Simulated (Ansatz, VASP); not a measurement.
**ZnS: VASP beside Ansatz**

File INCAR:

```
PREC = Accurate ; ENCUT = 520
EDIFF = 1E-6 ; ISMEAR = -1
SIGMA = 0.02 ; LREAL = F
LASPH = T ; NELM = 60
ALGO = Normal ; ISIF = 2
LWAVE = F ; LCHARG = F
GGA = PE ; NBANDS = 16
```

KPOINTS

```
Automatic mesh
0
Gamma
  6 6 6
```

POSCAR

```
ZnS
1.0
    3.1792338440      0.0000000000      0.0000000000
    0.0000000000      3.1792338440      0.0000000000
    0.0000000000      0.0000000000      3.1792338440
Zn S
1 1
Direct
    0.0000000000      0.0000000000      0.0000000000
    0.5000000000      0.5000000000      0.5000000000
```

Input for Ansatz:

```yaml
crystal:
  lattice:
    - [3.179233844, 0.0, 0.0]
    - [0.0, 3.179233844, 0.0]
    - [0.0, 0.0, 3.179233844]
  atoms:
    - { symbol: Zn, position: [0.0, 0.0, 0.0] }
    - { symbol: S, position: [0.5, 0.5, 0.5] }
kpoints:
  mp_grid: { grid: [6, 6, 6] }
hamiltonian:
  xc: pbe
scf:
  occupations: { method: fermi_dirac, width: 0.02 }
  n_extra_bands: 4
output:
  forces: true
  stress: true
  eigenvalues: true
```

Alike in both runs: task single point; functional PBE; k mesh 6 × 6 × 6; occupations fermi-dirac, width 0.02 eV; no spin polarisation.

```csv
,VASP,Ansatz
version,VASP 6.6.1,Ansatz 0.2.0
potentials or method,"VASP PAW PBE potentials, release 64 (Zn, S)","plane waves, PAW"
plane-wave cutoff (eV),520,420
valence electrons in the cell,18,18
```

VASP gave:

- pressure (GPa): 1.1

Task: Estimate Ansatz's values.

Result: Pressure (GPa): 1.0.

With one functional, cell and mesh, what is left measures potentials, basis and numerics.
